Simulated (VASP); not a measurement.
Write the native input for VASP 6.6.1 that does the following.

```
Task                   : single point
Functional             : PBE
Potentials or basis    : VASP PAW PBE potentials, release 64 (Al, N)
Cutoff                 : 520 eV
k mesh                 : 10 × 10 × 10
Occupations            : gaussian, width 0.02 eV
Spin                   : no spin polarisation
Dipole correction      : no
Further INCAR settings : ALGO = Normal; EDIFF = 1e-06; NBANDS = 11
```

The structure of AlN lies in POSCAR:

```
AlN
1.0
    0.0000000000      2.0726041770      2.0726041770
    2.0726041770      0.0000000000      2.0726041770
    2.0726041770      2.0726041770      0.0000000000
Al N
1 1
Direct
    0.5000000000      0.5000000000      0.5000000000
    0.0000000000      0.0000000000      0.0000000000
```

This cell differs from its parent crystal: strained.

One way to write it, as run:

INCAR

```
  ALGO = Normal
  EDIFF = 1E-6
  ENCUT = 520
  GGA = PE
  ISIF = 2
  ISMEAR = 0
  LASPH = True
  LCHARG = False
  LREAL = False
  LWAVE = False
  NBANDS = 11
  NELM = 80
  PREC = Accurate
  SIGMA = 0.02
```

KPOINTS

```
k-points
0
Gamma
  10 10 10
```

Potentials or basis: VASP PAW PBE potentials, release 64 (Al, N).

Launch:

```bash
$ cat potpaw_PBE.64/Al/POTCAR potpaw_PBE.64/N/POTCAR > POTCAR
$ mpirun -np 1 vasp_std > vasp.out
```

Results of the run:

```json
{"Pressure": "-12.5 GPa", "Band gap on the k mesh": "3.91 eV, indirect (least direct gap 4.64 eV)"}
```

Caveat: the cell differs from its parent crystal (strained).

It took 19 s on 1 thread of AMD EPYC 7R13 (shared host), peak memory 0.11 GiB.
